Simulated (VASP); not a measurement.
Set up this calculation in VASP 6.6.1, as the native input.

| Item | Value |
| --- | --- |
| Task | relaxation of shape and atoms at fixed volume |
| Functional | PBEsol |
| Potentials or basis | VASP PAW PBE potentials, release 64 (Hf_pv) |
| Cutoff | 600 eV |
| k mesh | 18 × 18 × 10 |
| Occupations | gaussian, width 0.05 eV |
| Spin | no spin polarisation |
| Dipole correction | no |
| Further INCAR settings | ALGO = Fast; EDIFF = 1e-06; IBRION = 2; EDIFFG = -0.01; NSW = 60; ISIF = 4 |

The structure of Hf lies in POSCAR:

```
Hf
1.0
    2.9732080605      0.0000000000      0.0000000000
   -1.4866040303      2.5748737111      0.0000000000
    0.0000000000      0.0000000000      4.7406286403
Hf
2
Direct
    0.3333333333      0.6666666667      0.2500000000
    0.6666666667      0.3333333333      0.7500000000
```

This cell differs from its parent crystal: volume scaled by 0.840.

These files were run (other wordings do the same):

INCAR

```
PREC     = Accurate       # precision mode
ENCUT    = 600            # plane-wave cutoff, eV
EDIFF    = 1E-6           # SCF threshold, eV
ISMEAR   = 0              # smearing method
SIGMA    = 0.05           # smearing width, eV
LREAL    = False          # projectors in reciprocal space
LASPH    = True           # aspherical terms in the spheres
NELM     = 100            # most SCF steps
ALGO     = Fast           # electronic algorithm
ISIF     = 4              # what is computed and relaxed
LWAVE    = False          # write WAVECAR
LCHARG   = False          # write CHGCAR
GGA      = PS             # functional
IBRION   = 2              # ionic algorithm
NSW      = 60             # ionic steps
EDIFFG   = -0.01          # ionic threshold
```

KPOINTS

```
Automatic mesh
0
Gamma
  18 18 10
```

Potentials or basis: VASP PAW PBE potentials, release 64 (Hf_pv).

Launch:

```bash
$ cat potpaw_PBE.64/Hf_pv/POTCAR > POTCAR
$ mpirun -np 1 vasp_std > vasp.out
```

It gave:

```yaml
Energy_gained_by_relaxing: 0.1 meV/atom
Ionic_steps: 2
Pressure_after_relaxing: 26.1 GPa
Band_gap_on_the_k_mesh: zero (band 10 reaches 7.61 eV, above the bottom of band 11 at 5.95 eV)
```

Caveat: the PAW data sets were made with another functional, which shifts forces and pressure a little; spin-orbit coupling is left out, which moves the levels of the heavy elements.

Run time: 110 s on 1 thread of Intel Xeon 6975P-C (shared host), peak memory 0.26 GiB.
